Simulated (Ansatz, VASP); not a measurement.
# AlN in VASP and in Ansatz

```
CELL_PARAMETERS angstrom
3.13003 0.00000 0.00000
-1.56502 2.71069 0.00000
0.00000 0.00000 5.01763
ATOMIC_POSITIONS crystal
Al 0.33333 0.66667 0.99923
Al 0.66667 0.33333 0.49923
N 0.33333 0.66667 0.38077
N 0.66667 0.33333 0.88077
```

Alike in both runs: functional PBE; k mesh 12 × 12 × 4; occupations fermi-dirac, width 0.01 eV; no spin polarisation.

Ansatz relaxed the structure, and its values are those at the end. VASP's run is a single point on that final structure, the one shown.

```csv
,VASP,Ansatz
version,VASP 6.6.1,Ansatz 0.2.0
potentials or method,"VASP PAW PBE potentials, release 64 (Al, N), cutoff 520 eV","plane waves, PAW"
valence electrons in the cell,16,16
```

Ansatz gave:

```
pressure (GPa) : 0.0
```

Problem. What did VASP give for the same quantities?

Solution. Pressure (GPa): -0.2.
